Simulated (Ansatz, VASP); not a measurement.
One calculation of Ti2NbC3, two programs

INCAR

```
SYSTEM = Ti2NbC3
  PREC = Accurate
  ENCUT = 520
  EDIFF = 1E-6
  ISMEAR = 0
  SIGMA = 0.1
  LREAL = .FALSE.
  LASPH = .TRUE.
  NELM = 60
  ALGO = Normal
  ISIF = 2
  LWAVE = .FALSE.
  LCHARG = .TRUE.
  GGA = PE
  LELF = .TRUE.
  LVHAR = .TRUE.
  NBANDS = 34
```

File KPOINTS:

```
Automatic mesh
0
G
  4 4 4
  0 0 0
```

The input POSCAR:

```
Ti2NbC3
1.0
    0.0000000000      3.8017557800      4.7461794600
    2.6288631200      0.0000000000      4.7461794600
    2.6288631200      3.8017557800      0.0000000000
Ti Nb C
2 1 3
Direct
    0.7500000000      0.7500000000      0.7500000000
    0.2500000000      0.2500000000      0.2500000000
    0.0000000000      0.0000000000      0.0000000000
    0.0000000000      0.5000000000      0.0000000000
    0.5000000000      0.0000000000      0.5000000000
    0.5000000000      0.5000000000      0.5000000000
```

Input for Ansatz:

```yaml
crystal:
  lattice:
    - [0.0, 3.80175578, 4.74617946]
    - [2.62886312, 0.0, 4.74617946]
    - [2.62886312, 3.80175578, 0.0]
  atoms:
    - { symbol: Ti, position: [0.75, 0.75, 0.75] }
    - { symbol: Ti, position: [0.25, 0.25, 0.25] }
    - { symbol: Nb, position: [0.0, 0.0, 0.0] }
    - { symbol: C, position: [0.0, 0.5, 0.0] }
    - { symbol: C, position: [0.5, 0.0, 0.5] }
    - { symbol: C, position: [0.5, 0.5, 0.5] }
basis:
  ecutwfc: 420
kpoints:
  mp_grid: { grid: [4, 4, 4] }
hamiltonian:
  xc: pbe
scf:
  occupations: { method: gaussian, width: 0.1 }
  lower_state_search: "off"
output:
  forces: true
  stress: true
  eigenvalues: true
```

Alike in both runs: task single point; functional PBE; k mesh 4 × 4 × 4; occupations gaussian, width 0.1 eV; no spin polarisation.

|  | VASP | Ansatz |
| --- | --- | --- |
| version | VASP 6.6.1 | Ansatz 0.2.0 |
| potentials or method | VASP PAW PBE potentials, release 64 (Ti_sv, Nb_sv, C), cutoff 520 eV | scalar-relativistic, plane waves, PAW |
| valence electrons in the cell | 49 | 49 |

VASP gave:

```
gap on the k mesh at the Fermi level (eV)                     : none
pressure (GPa)                                                : -7.9
traceless stress, the component that is largest in VASP (GPa) : 32.86
```

Question: What did Ansatz give for the same quantities?

Answer: gap on the k mesh at the Fermi level (eV): none; pressure (GPa): -7.8; traceless stress, the component that is largest in VASP (GPa): 32.79.

A gap of «none» marks a metal or a gap that the smearing closes.

The k mesh is coarse, so the values compare programs but aren't converged.
